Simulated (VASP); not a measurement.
# ZnInGaO4 (R3m) in VASP: single point with r2SCAN

Aim: the single point of ZnInGaO4 with r2SCAN.

All numbers are computed with VASP 6.6.1; they aren't measurements. Logs are shortened: lines on timing, memory, paths and dates and some standing lists are left out, and cuts for length are marked.

**1. The cell of the first run**

The structure is trigonal, space group R3m (No. 160). Conventional cell: a = 3.361 Å, b = 3.361 Å, c = 26.140 Å, α = 90.00°, β = 90.00°, γ = 120.00°. Zn (site symmetry 3m) has 5 O at 2.01 to 2.53 Å within 2.7 Å. In (site symmetry 3m) has 6 O at 2.22 to 2.23 Å within 2.9 Å. Within 2.6 Å of Ga (site symmetry 3m) lie 5 O at 1.94 to 2.00 Å. O (site symmetry 3m) has 1 Zn at 2.01 Å and 3 In at 2.22 Å within 2.7 Å. O (site symmetry 3m) has 1 Ga at 1.98 Å and 3 In at 2.23 Å within 2.6 Å. Within 2.6 Å of O (site symmetry 3m) lie 3 Ga at 1.94 Å and 1 Zn at 2.53 Å. Within 2.8 Å of O (site symmetry 3m) lie 1 Ga at 2.00 Å and 3 Zn at 2.02 Å and 3 O at 2.76 Å.

**2. Single point, r2SCAN**

The input, POSCAR:

```
ZnInGaO4
1.0
    1.6803268679      0.9701371695      8.7134054620
   -1.6803268679      0.9701371695      8.7134054620
    0.0000000000     -1.9402743390      8.7134054620
Zn In Ga O
1 1 1 4
Direct
    0.2183820000      0.2183820000      0.2183820000
    0.0027680000      0.0027680000      0.0027680000
    0.7870340000      0.7870340000      0.7870340000
    0.2951430000      0.2951430000      0.2951430000
    0.7113580000      0.7113580000      0.7113580000
    0.1217170000      0.1217170000      0.1217170000
    0.8635990000      0.8635990000      0.8635990000
```

The input, INCAR.step1:

```
SYSTEM = ZnInGaO4
ALGO = Normal
EDIFF = 1E-4
ENCUT = 520
GGA = PE
ISMEAR = 0
LASPH = .True.
LCHARG = .False.
LREAL = .False.
LWAVE = .True.
NBANDS = 40
NELM = 100
PREC = Accurate
SIGMA = 0.1
```

The input, INCAR.step2:

```
SYSTEM = ZnInGaO4
ALGO = Normal
EDIFF = 1E-6
ENCUT = 520
ISIF = 2
ISMEAR = 0
ISTART = 1
LASPH = .True.
LCHARG = .False.
LMIXTAU = .True.
LREAL = .False.
LWAVE = .False.
METAGGA = R2SCAN
NBANDS = 40
NELM = 100
PREC = Accurate
SIGMA = 0.1
```

The input, KPOINTS:

```
k-points
0
Gamma
  6 6 6
  0 0 0
```

Potentials or basis: VASP PAW PBE potentials, release 64 (Zn, In_d, Ga_d, O).

Run with:

```sh
> cat potpaw_PBE.64/Zn/POTCAR potpaw_PBE.64/In_d/POTCAR potpaw_PBE.64/Ga_d/POTCAR potpaw_PBE.64/O/POTCAR > POTCAR
> cp INCAR.step1 INCAR
> mpirun -np 1 vasp_std > vasp.out
> cp INCAR.step2 INCAR
> mpirun -np 1 vasp_std > vasp.out
```

OUTCAR:

```text
SYSTEM = ZnInGaO4
   EDIFF = 1E-6
   ENCUT = 520
   ISIF = 2
   ISMEAR = 0
   ISTART = 1
   LASPH = .True.
   LREAL = .False.
   METAGGA = R2SCAN
   NELM = 100
   PREC = Accurate

 ion  position               nearest neighbor table
   1  0.218  0.218  0.218-   4 2.01   7 2.02   7 2.02   7 2.02
   2  0.003  0.003  0.003-   4 2.22   4 2.22   4 2.22   5 2.23   5 2.23   5 2.23
   3  0.787  0.787  0.787-   6 1.94   6 1.94   6 1.94   5 1.98   7 2.00
   4  0.295  0.295  0.295-   1 2.01   2 2.22   2 2.22   2 2.22
   5  0.711  0.711  0.711-   3 1.98   2 2.23   2 2.23   2 2.23
   6  0.122  0.122  0.122-   3 1.94   3 1.94   3 1.94
   7  0.864  0.864  0.864-   3 2.00   1 2.02   1 2.02   1 2.02

  LATTYP: Found a trigonal (rhomboedric) cell.
 ALAT       =     8.9268191007
 COS(alpha) =     0.9291362598

  Lattice vectors:

 A1 = (   1.6803268679,   0.9701371695,   8.7134054620)
 A2 = (  -1.6803268679,   0.9701371695,   8.7134054620)
 A3 = (   0.0000000000,  -1.9402743390,   8.7134054620)

Analysis of symmetry for initial positions (statically):
=====================================================================
 Subroutine PRICEL returns:
 Original cell was already a primitive cell.

 Routine SETGRP: Setting up the symmetry group for a
 trigonal (rhombohedral) supercell.

 Subroutine GETGRP returns: Found  6 space group operations
 (whereof  6 operations were pure point group operations)
 out of a pool of 12 trial point group operations.

The static configuration has the point symmetry C_3v.

Analysis of symmetry for dynamics (positions and initial velocities):
=====================================================================
 Subroutine PRICEL returns:
 Original cell was already a primitive cell.

 Routine SETGRP: Setting up the symmetry group for a
 trigonal (rhombohedral) supercell.

 Subroutine GETGRP returns: Found  6 space group operations
 (whereof  6 operations were pure point group operations)
 out of a pool of 12 trial point group operations.

The dynamic configuration has the point symmetry C_3v.

 Subroutine INISYM returns: Found  6 space group operations
 (whereof  6 operations are pure point group operations),
 and found     1 'primitive' translations

----------------------------------------------------------------------------------------

[... 98 lines left out ...]
   LSORBIT =      F    spin-orbit coupling
   LASPH  =      T    aspherical Exc in radial PAW
   ENCUT  =  520.0 eV  38.22 Ry    6.18 a.u.  16.60 16.60 16.60*2*pi/ulx,y,z
   NELM   =    100;   NELMIN=  2; NELMDL=  0     # of ELM steps
   EDIFF  = 0.1E-05   stopping-criterion for ELM
   LREAL  =      F    real-space projection
[... 7 lines left out ...]
   TEBEG  =    0.0;   TEEND  =   0.0 temperature during run
   PSTRESS=    0.0 pullay stress
   NELECT =      62.0000    total number of electrons
   NUPDOWN=      -1.0000    fix difference up-down
   EMIN   =  10.00;   EMAX   =-10.00  energy-range for DOS
   EFERMI =   0.00;   METHOD = LEGACY
   ISMEAR =     0;   SIGMA  =   0.10  broadening in eV -4-tet -1-fermi 0-gaus
   EFERMI_NEDOS =   21; number of points for ismear=-14 and -15
   IALGO  =     38    algorithm
   IMIX   =      4    mixing-type and parameters
     AMIX     =   0.40;   BMIX     =  1.00
     AMIX_MAG =   1.60;   BMIX_MAG =  1.00
  volume/ion in A,a.u.               =      12.17        82.16
  Fermi-wavevector in a.u.,A,eV,Ry     =   1.472369  2.782374 29.495673  2.167871
  Thomas-Fermi vector in A             =   2.587392
   LORBIT       =      0    0 simple, 1 ext, 2 COOP (PROOUT), +10 PAW based schemes
   METAGGA = R2SCAN    functional components
   LHFCALC =     F    Hartree Fock is set to
   AEXX    =    0.0000 exact exchange contribution
   IVDW    =     0    specifies the selected vdW correction
   LEPSILON=     F    determine dielectric tensor
   LRPA    =     F    only Hartree local field effects (RPA)
 non-spin polarized calculation
 Gauss-broadening in eV      SIGMA  =   0.10
  energy-cutoff  :      520.00
  volume of cell :       85.22
 maximum number of plane-waves:      2312
 NGX is ok and might be reduce to    70
   NGX = 33   NGY = 33   NGZ = 33

 number of electron      62.0000002 magnetization

 Free energy of the ion-electron system (eV)
  ---------------------------------------------------
  ext. energy  EPLUGINS =         0.00000000
  ---------------------------------------------------
  free energy    TOTEN  =       -79.91732441 eV

  energy without entropy =      -79.91732441  energy(sigma->0) =      -79.91732441

 E-fermi :   3.7523     XC(G=0): -11.7809

 val. band max:        3.2390134956   @ k =   0.0000   0.0000   0.0000
 cond. band min:       4.7573283250   @ k =   0.0000   0.0000   0.0000
 fundamental gap:      1.5183148294
 Fermi energy:         3.7523099950

 k-point     1 :       0.0000    0.0000    0.0000
  band No.  band energies     occupation
      1     -16.2461      2.00000
      2     -15.3428      2.00000
      3     -14.7518      2.00000
      4     -14.3910      2.00000
      5     -10.4838      2.00000
      6     -10.4838      2.00000
[... 1021 lines left out ...]
     39      14.2927      0.00000
     40      15.0438      0.00000

 [... further k-points ...]

------------------------ aborting loop because EDIFF is reached ----------------------------------------

  FORCE on cell =-STRESS in cart. coord.  units (eV):
  Direction    XX          YY          ZZ          XY          YZ          ZX
  --------------------------------------------------------------------------------------
  -------------------------------------------------------------------------------------
  Total       -3.3294556     -3.3294556     -3.4053385      0.0000000      0.0000000      0.0000000
  in kB      -62.5918399    -62.5918399    -64.0183945      0.0000000      0.0000000      0.0000000
  external PRESSURE =     -63.0673581 kB  Pullay stress =       0.0000000 kB

 VOLUME and BASIS-vectors are now :
 -----------------------------------------------------------------------------
  energy-cutoff  :      520.00
  volume of cell :       85.22
      direct lattice vectors                 reciprocal lattice vectors
     1.680326868  0.970137169  8.713405462     0.297561153  0.171797012  0.038255230
    -1.680326868  0.970137169  8.713405462    -0.297561153  0.171797012  0.038255230
     0.000000000 -1.940274339  8.713405462     0.000000000 -0.343594023  0.038255230

 POSITION                                       TOTAL-FORCE (eV/Angst)
 -----------------------------------------------------------------------------------
      0.00000      0.00000      5.70855         0.000000     -0.000000      0.017628
      0.00000      0.00000      0.07236         0.000000      0.000000      0.044123
      0.00000      0.00000     20.57324         0.000000     -0.000000      0.035971
      0.00000      0.00000      7.71510         0.000000      0.000000      0.096069
      0.00000      0.00000     18.59505         0.000000     -0.000000     -0.020132
      0.00000      0.00000      3.18171         0.000000     -0.000000     -0.070184
      0.00000      0.00000     22.57466         0.000000      0.000000     -0.103475
 -----------------------------------------------------------------------------------
    total drift:                               -0.000000      0.000000     -0.008942

  FREE ENERGIE OF THE ION-ELECTRON SYSTEM (eV)
  ---------------------------------------------------
  free  energy   TOTEN  =       -79.9173244076 eV

  energy  without entropy=      -79.9173244076  energy(sigma->0) =      -79.91732441
```

It took 68 min on 1 thread of Intel Xeon Platinum 8488C (Sapphire Rapids), shared host; peak memory 0.85 GiB.

Results:

* Free energy: -79.9173 eV
* Pressure: -6.3 GPa
* Largest force: 0.103 eV/Å
* Band gap on the k mesh: 1.52 eV

Forces in eV/Å, atoms in the order of the input:
```
Zn   0.000  0.000  0.018
In   0.000  0.000  0.044
Ga   0.000  0.000  0.036
O    0.000  0.000  0.096
O    0.000  0.000 -0.020
O    0.000  0.000 -0.070
O    0.000  0.000 -0.103
```

Caveat: the cell stands under tension; the PAW data sets were made with another functional, which shifts forces and pressure a little; spin-orbit coupling is left out, which moves the levels of the heavy elements. A k mesh can miss the band edges.
